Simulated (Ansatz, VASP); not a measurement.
# CdS in VASP and in Ansatz

```
Cd S
1.0
     0.07461    2.95504    2.95504
     2.95504    0.07461    2.95504
     2.95504    2.95504    0.07461
Cd S
1 1
Direct
  0.00282 0.00282 0.00282
  0.24718 0.24718 0.24718
```

Change from the starting cell: epitaxial_111 strain -2.0%.

Alike in both runs: task single point; functional r2SCAN; k mesh 8 × 8 × 8; occupations fermi-dirac, width 0.02 eV; non-collinear spin, spin-orbit coupling.

```csv
,VASP,Ansatz
version,VASP 6.6.1,Ansatz 0.2.0
potentials or method,"VASP PAW PBE potentials, release 64 (Cd, S)","plane waves, PAW"
plane-wave cutoff (eV),520,500
valence electrons in the cell,18,26
```

```csv
,VASP,Ansatz,Ansatz less VASP
pressure (GPa),1.6,1.3,-0.36
"traceless stress, the component that is largest in VASP (GPa)",-0.68,-0.67,+0.004
rms of the force components (eV/Å),0.004,0.002,-0.0020
```

VASP's potentials were made for PBE, not for r2SCAN. Atom by atom the forces differ by 0.002 eV/Å (rms over components). With one functional, cell and mesh, what is left measures potentials, basis and numerics. VASP's potentials hold 18 valence electrons a cell and Ansatz's 26, so a difference there can come from the potentials and not from the codes.
